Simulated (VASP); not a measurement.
A run of VASP 6.6.1:

File INCAR:

```
SYSTEM = Na
ALGO = Fast
EDIFF = 1E-7
ENCUT = 520
GGA = PS
ISIF = 2
ISMEAR = -1
LASPH = .TRUE.
LCHARG = .FALSE.
LREAL = .FALSE.
LWAVE = .FALSE.
NBANDS = 14
NELM = 60
PREC = Accurate
SIGMA = 0.05
```

The input KPOINTS:

```
k-points
0
G
  8 8 5
  0 0 0
```

File POSCAR:

```
Na
1.0
    3.8408815021      0.0000000000      0.0000000000
   -1.9204407510      3.3263009538      0.0000000000
    0.0000000000      0.0000000000      6.2746973092
Na
2
Direct
    0.6666666667      0.3333333333      0.7500000000
    0.3333333333      0.6666666667      0.2500000000
```

Potentials or basis: VASP PAW PBE potentials, release 64 (Na_pv).

Launch:

```console
$ cat potpaw_PBE.64/Na_pv/POTCAR > POTCAR
$ mpirun -np 1 vasp_std > vasp.out
```

Hardware: 1 thread of Intel(R) Xeon(R) 6975P-C (Granite Rapids) (shared host).

Question: Estimate the wall time of this run.

Answer: It took 18 s on 1 thread of Intel(R) Xeon(R) 6975P-C (Granite Rapids), with other jobs on the host, peak memory 0.19 GiB. Counts: scf iterations 14, k points 30.
